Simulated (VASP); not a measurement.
# Br (Fd-3m) in VASP: notebook

The runs below take Br through single point, with r2SCAN.

All numbers are computed with VASP 6.6.1; they aren't measurements. Logs are shortened: lines on timing, memory, paths and dates and some standing lists are left out, and cuts for length are marked.

**1. The cell of the first run**

The structure is cubic, space group Fd-3m (No. 227). The conventional cell has a = 7.034 Å, b = 7.034 Å, c = 7.034 Å, α = 90.00°, β = 90.00°, γ = 90.00°. Within 4.0 Å of Br (site symmetry -43m) lie 4 Br at 3.05 Å.

**2. Single point, r2SCAN**

Input file POSCAR:

```
Br
1.0
    0.0000000000      3.5171585295      3.5171585295
    3.5171585295      0.0000000000      3.5171585295
    3.5171585295      3.5171585295      0.0000000000
Br
2
Direct
    0.0000000000      0.0000000000      0.0000000000
    0.2500000000      0.2500000000      0.2500000000
```

Input file INCAR.step1:

```
SYSTEM = Br
ALGO = Normal
EDIFF = 1E-4
ENCUT = 520
GGA = PE
ISMEAR = -1
LASPH = .TRUE.
LCHARG = .FALSE.
LREAL = .FALSE.
LWAVE = .TRUE.
NBANDS = 14
NELM = 80
PREC = Accurate
SIGMA = 0.1
```

Input file INCAR.step2:

```
SYSTEM = Br
ALGO = Normal
EDIFF = 1E-6
ENCUT = 520
ISIF = 2
ISMEAR = -1
ISTART = 1
LASPH = .TRUE.
LCHARG = .FALSE.
LMIXTAU = .TRUE.
LREAL = .FALSE.
LWAVE = .FALSE.
METAGGA = R2SCAN
NBANDS = 14
NELM = 80
PREC = Accurate
SIGMA = 0.1
```

Input file KPOINTS:

```
k-points
0
G
  9 9 9
  0 0 0
```

Potentials or basis: VASP PAW PBE potentials, release 64 (Br).

The run is started by

```bash
$ cat potpaw_PBE.64/Br/POTCAR > POTCAR
$ cp INCAR.step1 INCAR
$ mpirun -np 1 vasp_std > vasp.out
$ cp INCAR.step2 INCAR
$ mpirun -np 1 vasp_std > vasp.out
```

OUTCAR:

```text
SYSTEM = Br
   EDIFF = 1E-6
   ENCUT = 520
   ISIF = 2
   ISMEAR = -1
   ISTART = 1
   LASPH = .TRUE.
   LREAL = .FALSE.
   METAGGA = R2SCAN
   NELM = 80
   PREC = Accurate

 ion  position               nearest neighbor table
   1  0.000  0.000  0.000-
   2  0.250  0.250  0.250-

  LATTYP: Found a face centered cubic cell.
 ALAT       =     7.0343170590

  Lattice vectors:

 A1 = (   0.0000000000,   3.5171585295,   3.5171585295)
 A2 = (   3.5171585295,   0.0000000000,   3.5171585295)
 A3 = (   3.5171585295,   3.5171585295,   0.0000000000)

Analysis of symmetry for initial positions (statically):
=====================================================================
 Subroutine PRICEL returns:
 Original cell was already a primitive cell.

 Routine SETGRP: Setting up the symmetry group for a
 face centered cubic supercell.

 Subroutine GETGRP returns: Found 48 space group operations
 (whereof 24 operations were pure point group operations)
 out of a pool of 48 trial point group operations.

The static configuration has the point symmetry T_d .
 The point group associated with its full space group is O_h .

Analysis of symmetry for dynamics (positions and initial velocities):
=====================================================================
 Subroutine PRICEL returns:
 Original cell was already a primitive cell.

 Routine SETGRP: Setting up the symmetry group for a
 face centered cubic supercell.

 Subroutine GETGRP returns: Found 48 space group operations
 (whereof 24 operations were pure point group operations)
 out of a pool of 48 trial point group operations.

The dynamic configuration has the point symmetry T_d .
 The point group associated with its full space group is O_h .

 Subroutine INISYM returns: Found 48 space group operations
 (whereof 24 operations are pure point group operations),
 and found     1 'primitive' translations

----------------------------------------------------------------------------------------

                                     Primitive cell

  volume of cell :      87.0173

  direct lattice vectors                    reciprocal lattice vectors
     0.000000000  3.517158530  3.517158530    -0.142160211  0.142160211  0.142160211
     3.517158530  0.000000000  3.517158530     0.142160211 -0.142160211  0.142160211
     3.517158530  3.517158530  0.000000000     0.142160211  0.142160211 -0.142160211

  length of vectors
     4.974013293  4.974013293  4.974013293     0.246228709  0.246228709  0.246228709

  position of ions in fractional coordinates (direct lattice)
     0.000000000  0.000000000  0.000000000
     0.250000000  0.250000000  0.250000000

  ion indices of the primitive-cell ions
   primitive index   ion index
                 1           1
                 2           2

----------------------------------------------------------------------------------------

 KPOINTS: k-points

Automatic generation of k-mesh.
 Grid dimensions read from file:
 generate k-points for:    9    9    9

 Generating k-lattice:

  Cartesian coordinates                     Fractional coordinates (reciprocal lattice)
    -0.015795579  0.015795579  0.015795579     0.111111111  0.000000000  0.000000000
     0.015795579 -0.015795579  0.015795579     0.000000000  0.111111111  0.000000000
     0.015795579  0.015795579 -0.015795579     0.000000000  0.000000000  0.111111111

  Length of vectors
     0.027358745  0.027358745  0.027358745

  Shift w.r.t. Gamma in fractional coordinates (k-lattice)
     0.000000000  0.000000000  0.000000000

 Subroutine IBZKPT returns following result:
 ===========================================

 Found     35 irreducible k-points:

 Following reciprocal coordinates:
            Coordinates               Weight
  0.000000  0.000000  0.000000      1.000000
  0.111111  0.000000  0.000000      8.000000
  0.222222  0.000000  0.000000      8.000000
  0.333333  0.000000  0.000000      8.000000
  0.444444  0.000000  0.000000      8.000000
  0.111111  0.111111  0.000000      6.000000
[... 16 lines left out ...]
 -0.333333  0.333333  0.000000     12.000000
  0.444444  0.444444  0.000000      6.000000
 [... further k-points ...]
   k-points           NKPTS =     35   k-points in BZ     NKDIM =     35   number of bands    NBANDS=     14
   number of dos      NEDOS =    301   number of ions     NIONS =      2
   total plane-waves  NPLWV =  64000
   dimension x,y,z NGX =    40 NGY =   40 NGZ =   40
   dimension x,y,z NGXF=    80 NGYF=   80 NGZF=   80
   ions per type =               2
   NGX,Y,Z   is equivalent  to a cutoff of  13.37, 13.37, 13.37 a.u.
   NGXF,Y,Z  is equivalent  to a cutoff of  26.74, 26.74, 26.74 a.u.
 SYSTEM =  Br
   PREC   = accura    normal or accurate (medium, high low for compatibility)
   ISTART =      1    job   : 0-new  1-cont  2-samecut
   ICHARG =      0    charge: 1-file 2-atom 10-const
   ISPIN  =      1    spin polarized calculation?
   LNONCOLLINEAR =      F non collinear calculations
   LSORBIT =      F    spin-orbit coupling
   LASPH  =      T    aspherical Exc in radial PAW
   ENCUT  =  520.0 eV  38.22 Ry    6.18 a.u.   9.25  9.25  9.25*2*pi/ulx,y,z
   NELM   =     80;   NELMIN=  2; NELMDL=  0     # of ELM steps
   EDIFF  = 0.1E-05   stopping-criterion for ELM
   LREAL  =      F    real-space projection
   EDIFFG = 0.1E-04   stopping-criterion for IOM
   NSW    =      0    number of steps for IOM
   IBRION =     -1    ionic relax: 0-MD 1-quasi-New 2-CG
   NFREE  =      0    steps in history (QN), initial steepest desc. (CG)
   ISIF   =      2    stress and relaxation
   ISYM   =      2    0-nonsym 1-usesym 2-fastsym
   POTIM  = 0.5000    time-step for ionic-motion
   TEBEG  =    0.0;   TEEND  =   0.0 temperature during run
   PSTRESS=    0.0 pullay stress
   NELECT =      14.0000    total number of electrons
   NUPDOWN=      -1.0000    fix difference up-down
   EMIN   =  10.00;   EMAX   =-10.00  energy-range for DOS
   EFERMI =   0.00;   METHOD = LEGACY
   ISMEAR =    -1;   SIGMA  =   0.10  broadening in eV -4-tet -1-fermi 0-gaus
   EFERMI_NEDOS =   21; number of points for ismear=-14 and -15
   IALGO  =     38    algorithm
   IMIX   =      4    mixing-type and parameters
     AMIX     =   0.40;   BMIX     =  1.00
     AMIX_MAG =   1.60;   BMIX_MAG =  1.00
  volume/ion in A,a.u.               =      43.51       293.61
  Fermi-wavevector in a.u.,A,eV,Ry     =   0.890394  1.682601 10.786719  0.792802
  Thomas-Fermi vector in A             =   2.012079
   LORBIT       =      0    0 simple, 1 ext, 2 COOP (PROOUT), +10 PAW based schemes
   METAGGA = R2SCAN    functional components
   LHFCALC =     F    Hartree Fock is set to
   AEXX    =    0.0000 exact exchange contribution
   IVDW    =     0    specifies the selected vdW correction
   LEPSILON=     F    determine dielectric tensor
   LRPA    =     F    only Hartree local field effects (RPA)
 non-spin polarized calculation
  energy-cutoff  :      520.00
  volume of cell :       87.02
 maximum number of plane-waves:      2397
 NGX is ok and might be reduce to    40
   NGX = 19   NGY = 19   NGZ = 19

 number of electron      13.9999998 magnetization

 Free energy of the ion-electron system (eV)
  ---------------------------------------------------
  ext. energy  EPLUGINS =         0.00000000
  ---------------------------------------------------
  free energy    TOTEN  =       -25.01678388 eV

  energy without entropy =      -24.86351679  energy(sigma->0) =      -24.94015033

 E-fermi :  -1.7815     XC(G=0):  -7.1153

 val. band max:       -1.7970338011   @ k =   0.4444   0.2222   0.0000
 cond. band min:      -1.7785359925   @ k =  -0.2222   0.2222   0.0000
 fundamental gap:      0.0184978086
 Fermi energy:        -1.7814747522

 k-point     1 :       0.0000    0.0000    0.0000
  band No.  band energies     occupation
      1     -17.2872      2.00000
      2     -15.2681      2.00000
      3      -4.4636      2.00000
      4      -4.4636      2.00000
      5      -4.4636      2.00000
      6      -2.6277      1.99958
      7      -2.6277      1.99958
      8      -2.6277      1.99958
      9       3.8939      0.00000
     10       8.0574      0.00000
     11       8.0574      0.00000
     12       9.3185      0.00000
     13       9.3185      0.00000
     14       9.3185      0.00000

 k-point     2 :       0.1111    0.0000    0.0000
  band No.  band energies     occupation
      1     -17.2482      2.00000
      2     -15.3230      2.00000
      3      -4.5200      2.00000
      4      -4.5200      2.00000
      5      -4.5117      2.00000
      6      -2.5744      1.99928
      7      -2.5520      1.99910
      8      -2.5520      1.99910
      9       4.1326      0.00000
     10       7.7942      0.00000
     11       7.7942      0.00000
     12       9.0405      0.00000
     13       9.8648      0.00000
     14       9.8648      0.00000

 k-point     3 :       0.2222    0.0000    0.0000
  band No.  band energies     occupation
      1     -17.1389      2.00000
      2     -15.4720      2.00000
      3      -4.6459      2.00000
      4      -4.6459      2.00000
      5      -4.6431      2.00000
      6      -2.4035      1.99603
      7      -2.3782      1.99489
      8      -2.3782      1.99489
      9       4.7284      0.00000
     10       7.5338      0.00000
     11       7.5338      0.00000
     12       8.5338      0.00000
     13      10.1319      0.00000
     14      10.7678      0.00000
[... 324 lines left out ...]
 k-point    23 :      -0.3333    0.3333    0.0000
  band No.  band energies     occupation
      1     -16.6056      2.00000
      2     -16.1122      2.00000
      3      -5.4427      2.00000
      4      -5.0555      2.00000
      5      -3.9624      2.00000
      6      -2.8625      1.99996
      7      -1.7571      0.87863
      8      -1.5079      0.12184
      9       5.5821      0.00000
     10       6.4071      0.00000
     11       7.7695      0.00000
     12       9.1418      0.00000
     13      10.7875      0.00000
     14      10.9152      0.00000

 k-point    24 :       0.4444    0.4444    0.0000
  band No.  band energies     occupation
      1     -16.5340      2.00000
      2     -16.1894      2.00000
      3      -5.2385      2.00000
      4      -5.2385      2.00000
      5      -3.7022      2.00000
      6      -3.4690      2.00000
      7      -1.4602      0.07740
      8      -1.4602      0.07740
      9       5.6909      0.00000
     10       5.9434      0.00000
     11       9.5950      0.00000
     12       9.5950      0.00000
     13      10.0131      0.00000
     14      10.3269      0.00000

 [... further k-points ...]

------------------------ aborting loop because EDIFF is reached ----------------------------------------

  FORCE on cell =-STRESS in cart. coord.  units (eV):
  Direction    XX          YY          ZZ          XY          YZ          ZX
  --------------------------------------------------------------------------------------
  -------------------------------------------------------------------------------------
  Total       -0.1598544     -0.1598544     -0.1598544      0.0000000      0.0000000     -0.0000000
  in kB       -2.9432655     -2.9432655     -2.9432655      0.0000000      0.0000000     -0.0000000
  external PRESSURE =      -2.9432655 kB  Pullay stress =       0.0000000 kB

 VOLUME and BASIS-vectors are now :
 -----------------------------------------------------------------------------
  energy-cutoff  :      520.00
  volume of cell :       87.02
      direct lattice vectors                 reciprocal lattice vectors
     0.000000000  3.517158530  3.517158530    -0.142160211  0.142160211  0.142160211
     3.517158530  0.000000000  3.517158530     0.142160211 -0.142160211  0.142160211
     3.517158530  3.517158530  0.000000000     0.142160211  0.142160211 -0.142160211

 POSITION                                       TOTAL-FORCE (eV/Angst)
 -----------------------------------------------------------------------------------
      0.00000      0.00000      0.00000         0.000000      0.000000      0.000000
      1.75858      1.75858      1.75858        -0.000000     -0.000000     -0.000000
 -----------------------------------------------------------------------------------
    total drift:                               -0.000000      0.000000      0.000000

  FREE ENERGIE OF THE ION-ELECTRON SYSTEM (eV)
  ---------------------------------------------------
  free  energy   TOTEN  =       -25.0167838753 eV

  energy  without entropy=      -24.8635167880  energy(sigma->0) =      -24.94015033
```

Run time: 3.1 min. Hardware: 1 thread of AMD EPYC 9R45 (Zen 5), shared host; peak memory 0.22 GiB.

What came out:

| Item | Value |
| --- | --- |
| Free energy | -25.0168 eV |
| Pressure | -0.3 GPa |
| Band gap on the k mesh | zero (band 7 reaches -1.46 eV, above the bottom of band 8 at -2.63 eV) |

Levels at points of the mesh, in eV from the Fermi level:
| k point | band 3 | band 4 | band 5 | band 6 | band 7 | band 8 | band 9 | band 10 | band 11 | band 12 |
| --- | --- | --- | --- | --- | --- | --- | --- | --- | --- | --- |
| (0.00, 0.00, 0.00) | -2.68 | -2.68 | -2.68 | -0.85 | -0.85 | -0.85 | 5.68 | 9.84 | 9.84 | 11.10 |

Caveat: the PAW data sets were made with another functional, which shifts forces and pressure a little.

(Part 1 of 2 ends here.)
